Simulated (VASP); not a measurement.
Write the native input for VASP 6.6.1 that does the following.

| Quantity | Value |
| --- | --- |
| Task | single point |
| Functional | PBE |
| Potentials or basis | VASP PAW PBE potentials, release 64 (Ga_d, P) |
| Cutoff | 520 eV |
| k mesh | 10 × 10 × 10 |
| Occupations | gaussian, width 0.02 eV |
| Spin | no spin polarisation |
| Dipole correction | no |
| Further INCAR settings | ALGO = Normal; EDIFF = 1e-06; NBANDS = 16 |

The structure of GaP lies in POSCAR:

```
GaP
1.0
    0.0000000000      2.4432009320      2.4432009320
    2.4432009320      0.0000000000      2.4432009320
    2.4432009320      2.4432009320      0.0000000000
Ga P
1 1
Direct
    0.0000000000      0.0000000000      0.0000000000
    0.2500000000      0.2500000000      0.2500000000
```

The input as run:

INCAR

```
SYSTEM = GaP
  PREC = Accurate
  ENCUT = 520
  EDIFF = 1E-6
  ISMEAR = 0
  SIGMA = 0.02
  LREAL = .FALSE.
  LASPH = .TRUE.
  NELM = 60
  ALGO = Normal
  ISIF = 2
  LWAVE = .FALSE.
  LCHARG = .FALSE.
  GGA = PE
  NBANDS = 16
```

KPOINTS

```
Automatic mesh
0
G
  10 10 10
  0 0 0
```

Potentials or basis: VASP PAW PBE potentials, release 64 (Ga_d, P).

The run is started by

```bash
$ cat potpaw_PBE.64/Ga_d/POTCAR potpaw_PBE.64/P/POTCAR > POTCAR
$ mpirun -np 1 vasp_std > vasp.out
```

It gave:

The pressure is 59.4 GPa and the band gap on the k mesh is 0.76 eV, indirect (least direct gap 3.57 eV).

It took 11 s on 1 thread of Intel(R) Xeon(R) 6975P-C (Granite Rapids), with other jobs on the host, peak memory 0.17 GiB.
